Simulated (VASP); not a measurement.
A run of VASP 6.6.1 is set up as follows.

Contents of INCAR:

```
ALGO = Normal
EDIFF = 1E-6
EDIFFG = -0.04
ENCUT = 600
GGA = PE
IBRION = 2
ISIF = 3
ISMEAR = 0
LASPH = True
LCHARG = False
LREAL = False
LWAVE = False
NELM = 60
NSW = 90
PREC = Accurate
SIGMA = 0.1
```

KPOINTS

```
k-points
0
Gamma
  4 4 4
```

POSCAR

```
KRe3
1.0
    4.2782112200      0.0000000000      0.0000000000
    0.0000000000      4.2782112200      0.0000000000
    0.0000000000      0.0000000000      5.6030654900
K Re
1 3
Direct
    0.0000000000      0.0000000000      0.5000000000
    0.5000000000      0.5000000000      0.3097275200
    0.5000000000      0.5000000000      0.6902724800
    0.0000000000      0.0000000000      0.0000000000
```

Potentials or basis: VASP PAW PBE potentials, release 64 (K_sv, Re).

The run is started by

```sh
$ cat potpaw_PBE.64/K_sv/POTCAR potpaw_PBE.64/Re/POTCAR > POTCAR
$ mpirun -np 1 vasp_std > vasp.out
```

(1) What does it give for the space group after relaxing (to 0.1 Å)?

(2) Estimate the band gap on the k mesh.

(3) Estimate the relaxed volume.

Results:

(1) P4/mmm (No. 123).

(2) zero (bands 15 and 16 overlap by 1.74 eV).

(3) 21.21 Å³/atom.

Caveat: the k points lie up to 0.50 Å⁻¹ apart in the final cell, too coarse for converged energies and pressures of a metal; the volume moved by over 15 % at a fixed basis, so the end points are rough; spin-orbit coupling is left out, which moves the levels of the heavy elements.
